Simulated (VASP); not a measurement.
Here is a VASP 6.6.1 calculation.

File INCAR:

```
SYSTEM = Si2SnB3
PREC = Accurate
ENCUT = 520
EDIFF = 1E-6
ISMEAR = 0
SIGMA = 0.1
LREAL = .False.
LASPH = .True.
NELM = 60
ALGO = Normal
ISIF = 2
LWAVE = .False.
LCHARG = .False.
GGA = PE
NBANDS = 24
```

The input KPOINTS:

```
regular mesh
0
Gamma
  4 4 4
  0 0 0
```

Contents of POSCAR:

```
Si2SnB3
1.0
    2.3773447400     -4.2784860200      0.0000000000
    2.3773447400      4.2784860200      0.0000000000
    0.0000000000      0.0000000000      3.9238251400
Si Sn B
2 1 3
Direct
    0.5000000000      0.0000000000      0.5000000000
    0.0000000000      0.5000000000      0.5000000000
    0.0000000000      0.0000000000      0.0000000000
    0.6779564000      0.3220436000      0.0000000000
    0.3220436000      0.6779564000      0.0000000000
    0.5000000000      0.5000000000      0.5000000000
```

Potentials or basis: VASP PAW PBE potentials, release 64 (Si, Sn_d, B).

Command:

```console
$ cat potpaw_PBE.64/Si/POTCAR potpaw_PBE.64/Sn_d/POTCAR potpaw_PBE.64/B/POTCAR > POTCAR
$ mpirun -np 1 vasp_std > vasp.out
```

Q: Estimate the largest force.

A: 0.078 eV/Å.

Q: Estimate the pressure.

A: -5.8 GPa.

Stress tensor (GPa, compression positive):
```
  2.21   0.00   0.00
  0.00  -2.34   0.00
  0.00   0.00 -17.32
```

Caveat: the k points lie up to 0.40 Å⁻¹ apart.
